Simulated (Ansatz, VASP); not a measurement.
**One calculation of SnO, two programs**

The input POSCAR:

```
SnO
1.0
    3.6140695786      0.0000000000      0.0000000000
    0.0000000000      6.1122432462      0.0000000000
    0.0000000000      0.0000000000      3.6383834513
Sn O
2 2
Direct
    0.0000000000      0.2319090000      0.5131440000
    0.5000000000      0.7680910000      0.0131440000
    0.0000000000      0.8912500000      0.7368570000
    0.5000000000      0.1087500000      0.2368570000
```

File INCAR.step1:

```
  PREC = Accurate
  ENCUT = 520
  ISMEAR = 0
  SIGMA = 0.05
  LREAL = F
  LASPH = T
  NELM = 80
  NBANDS = 28
  GGA = PE
  ALGO = Normal
  EDIFF = 1E-4
  LWAVE = T
  LCHARG = F
```

INCAR.step2

```
  PREC = Accurate
  ENCUT = 520
  EDIFF = 1E-6
  ISMEAR = 0
  SIGMA = 0.05
  LREAL = F
  LASPH = T
  NELM = 80
  ALGO = Normal
  ISIF = 2
  LWAVE = F
  LCHARG = F
  METAGGA = R2SCAN
  LMIXTAU = T
  NBANDS = 28
  ISTART = 1
```

File KPOINTS:

```
Automatic mesh
0
Gamma
  10 6 8
```

Input for Ansatz:

```yaml
crystal:
  lattice:
    - [3.6140695786, 0.0, 0.0]
    - [0.0, 6.1122432462, 0.0]
    - [0.0, 0.0, 3.6383834513]
  atoms:
    - { symbol: Sn, position: [0.0, 0.231909, 0.513144] }
    - { symbol: Sn, position: [0.5, 0.768091, 0.013144] }
    - { symbol: O, position: [0.0, 0.89125, 0.736857] }
    - { symbol: O, position: [0.5, 0.10875, 0.236857] }
basis:
  ecutwfc: 500
kpoints:
  mp_grid: { grid: [10, 6, 8] }
hamiltonian:
  xc: r2scan
scf:
  occupations: { method: gaussian, width: 0.05 }
output:
  forces: true
  stress: true
  eigenvalues: true
```

Alike in both runs: task single point; functional r2SCAN; k mesh 10 × 6 × 8; occupations gaussian, width 0.05 eV; no spin polarisation.

|  | VASP | Ansatz |
| --- | --- | --- |
| version | VASP 6.6.1 | Ansatz 0.2.0 |
| potentials or method | VASP PAW PBE potentials, release 64 (Sn_d, O), cutoff 520 eV | scalar-relativistic, plane waves, PAW |
| valence electrons in the cell | 40 | 40 |

```csv
,VASP,Ansatz,Ansatz less VASP
gap on the k mesh at the Fermi level (eV),1.46,1.47,+0.012
least direct gap on the mesh (eV),2.42,2.43,+0.006
pressure (GPa),-6.7,-7.1,-0.37
"traceless stress, the component that is largest in VASP (GPa)",4.97,5.19,+0.217
rms of the force components (eV/Å),0.594,0.635,+0.0407
```

VASP's potentials were made for PBE, not for r2SCAN. Atom by atom the forces differ by 0.046 eV/Å (rms over components). With one functional, cell and mesh, what is left measures potentials, basis and numerics.
